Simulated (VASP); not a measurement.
The system is Mg.

```xyz
4
Lattice="5.4649 0.0000 0.0000 -2.7325 4.7328 0.0000 0.0000 0.0000 5.0300" Properties=species:S:1:pos:R:3 pbc="T T T"
Mg    3.6131    0.0000    0.0000
Mg    0.9259    1.6037    0.0000
Mg   -1.8066    3.1291    0.0000
Mg    0.0000    0.0000    2.5150
```

```yaml
Program: VASP 6.6.1
Task: relaxation of cell and atoms
Functional: PBE
Potentials_or_basis: VASP PAW PBE potentials, release 64 (Mg)
Cutoff: 600 eV
k_mesh: 6 × 6 × 4
Occupations: gaussian, width 0.1 eV
Spin: no spin polarisation
```

At the start: pressure -1.2 GPa; volume 32.52 Å³/atom.

Question: Where does the relaxation end?

Answer: Over 9 steps the energy falls by 14.8 meV/atom and the volume is 30.09 Å³/atom (-7.5 %); space group P-62m (No. 189, to 0.05 Å).

Step by step:
| step | energy change (eV) | largest force (eV/Å) | pressure (GPa) | volume (Å³) |
| --- | --- | --- | --- | --- |
| 1 | 0.0000 | 0.0748 | -1.19 | 130.10 |
| 2 | -0.0264 | 0.0957 | -0.55 | 125.60 |
| 3 | -0.0339 | 0.1146 | 0.05 | 122.07 |
| 4 | -0.0339 | 0.1162 | 0.10 | 121.80 |
| 5 | -0.0396 | 0.1105 | 0.10 | 121.51 |
| 6 | -0.0541 | 0.0833 | 0.09 | 120.60 |
| 7 | -0.0477 | 0.0615 | 0.11 | 118.64 |
| 8 | -0.0574 | 0.0656 | 0.09 | 119.84 |
| 9 | -0.0593 | 0.0177 | -0.03 | 120.36 |

Final structure:
```xyz
4
Lattice="5.4308 0.0000 0.0000 -2.7154 4.7032 0.0000 0.0000 0.0000 4.7123" Properties=species:S:1:pos:R:3 pbc="T T T"
Mg    3.5254    0.0000    0.0000
Mg    0.9527    1.6501    4.7123
Mg    3.6681    3.0531    0.0000
Mg    0.0000    0.0000    2.3561
```
